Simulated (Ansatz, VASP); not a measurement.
# AlNiB: VASP beside Ansatz

File POSCAR:

```
AlNiB
1.0
    3.0129810000      0.0000000000      0.0000000000
    1.5064910000     -6.5433250000      0.0000000000
    0.0000000000      0.0000000000     -2.9192490000
Ni Al B
2 2 2
Direct
    0.9100200000      0.1799600000      0.7500000000
    0.0899800000      0.8200400000      0.2500000000
    0.3005800000      0.3988400000      0.2500000000
    0.6994200000      0.6011600000      0.7500000000
    0.4645000000      0.0710000000      0.2500000000
    0.5355000000      0.9290000000      0.7500000000
```

The input INCAR.step1:

```
SYSTEM = AlNiB
PREC     = Accurate       ! precision mode
ENCUT    = 520            ! plane-wave cutoff, eV
ISMEAR   = -1             ! smearing method
SIGMA    = 0.0273         ! smearing width, eV
LREAL    = .False.        ! projectors in reciprocal space
LASPH    = .True.         ! aspherical terms in the spheres
NELM     = 80             ! most SCF steps
NBANDS   = 25             ! bands
GGA      = PE             ! functional
ALGO     = Normal         ! electronic algorithm
EDIFF    = 1E-4           ! SCF threshold, eV
LWAVE    = .True.         ! write WAVECAR
LCHARG   = .False.        ! write CHGCAR
```

INCAR.step2

```
SYSTEM = AlNiB
PREC     = Accurate       ! precision mode
ENCUT    = 520            ! plane-wave cutoff, eV
EDIFF    = 1E-6           ! SCF threshold, eV
ISMEAR   = -1             ! smearing method
SIGMA    = 0.0273         ! smearing width, eV
LREAL    = .False.        ! projectors in reciprocal space
LASPH    = .True.         ! aspherical terms in the spheres
NELM     = 80             ! most SCF steps
ALGO     = Normal         ! electronic algorithm
ISIF     = 2              ! what is computed and relaxed
LWAVE    = .False.        ! write WAVECAR
LCHARG   = .True.         ! write CHGCAR
METAGGA  = R2SCAN         ! meta-GGA
LMIXTAU  = .True.       
LELF     = .True.         ! ELF
LVHAR    = .True.       
NBANDS   = 25             ! bands
ISTART   = 1
```

Contents of KPOINTS:

```
Automatic mesh
0
Gamma
  8 8 8
  0 0 0
```

Input for Ansatz:

```yaml
crystal:
  lattice:
    - [3.012981, 0.0, 0.0]
    - [1.506491, -6.543325, 0.0]
    - [0.0, 0.0, -2.919249]
  atoms:
    - { symbol: Ni, position: [0.91002, 0.17996, 0.75] }
    - { symbol: Ni, position: [0.08998, 0.82004, 0.25] }
    - { symbol: Al, position: [0.30058, 0.39884, 0.25] }
    - { symbol: Al, position: [0.69942, 0.60116, 0.75] }
    - { symbol: B, position: [0.4645, 0.071, 0.25] }
    - { symbol: B, position: [0.5355, 0.929, 0.75] }
  symmetry: { tolerance: 0.0003 }
kpoints:
  mp_grid: { grid: [8, 8, 8], shift: [0, 0, 0] }
  band_path:
    path:
      - [0.0, 0.0, 0.0]
      - [0.0, -0.5, 0.0]
      - [0.47349634, -0.26325183, 0.0]
      - [0.52650366, 0.26325183, 0.0]
      - [0.0, 0.0, 0.0]
      - [0.0, 0.0, -0.5]
      - [0.52650366, 0.26325183, -0.5]
      - [0.47349634, -0.26325183, -0.5]
      - [0.0, -0.5, -0.5]
      - [0.0, -0.5, 0.0]
      - [0.0, 0.0, 0.0]
    npoints: 6
magnetization:
  spin_polarized: false
scf:
  occupations: { method: fermi_dirac, width: 0.0273 }
  lower_state_search: "off"
  max_iter: 200
hamiltonian:
  pseudopotentials: { kind: paw }
  xc: r2scan
basis:
  ecutwfc: 500
  fft_grid_basis: typed
output:
  forces: true
  stress: true
  eigenvalues: true
  bader: true
  populations: true
  elf: true
  write_potential: true
  volumetric_format: npy
  dos:
    e_range: [-12, 8]
    de: 0.05
    projected: { site_lists: { Al: [Al], B: [B], Ni: [Ni] } }
checkpoint:
  read: saved_state
```

Alike in both runs: task single point; functional r2SCAN; k mesh 8 × 8 × 8; occupations fermi-dirac, width 0.0273 eV; no spin polarisation.

|  | VASP | Ansatz |
| --- | --- | --- |
| version | VASP 6.6.1 | Ansatz 0.2.0 |
| potentials or method | VASP PAW PBE potentials, release 64 (Ni, Al, B), cutoff 520 eV | PAW plane waves |
| valence electrons in the cell | 32 | 48 |

VASP gave:

- pressure (GPa): 13.0
- traceless stress, the component that is largest in VASP (GPa): -2.75
- rms of the force components (eV/Å): 0.619

Which values does Ansatz return?

Pressure (GPa): 13.2; traceless stress, the component that is largest in VASP (GPa): -2.71; rms of the force components (eV/Å): 0.622.

VASP's potentials were made for PBE, not for r2SCAN. Atom by atom the forces differ by 0.004 eV/Å (rms over components). VASP's potentials hold 32 valence electrons a cell and Ansatz's 48, so a difference there can come from the potentials and not from the codes.
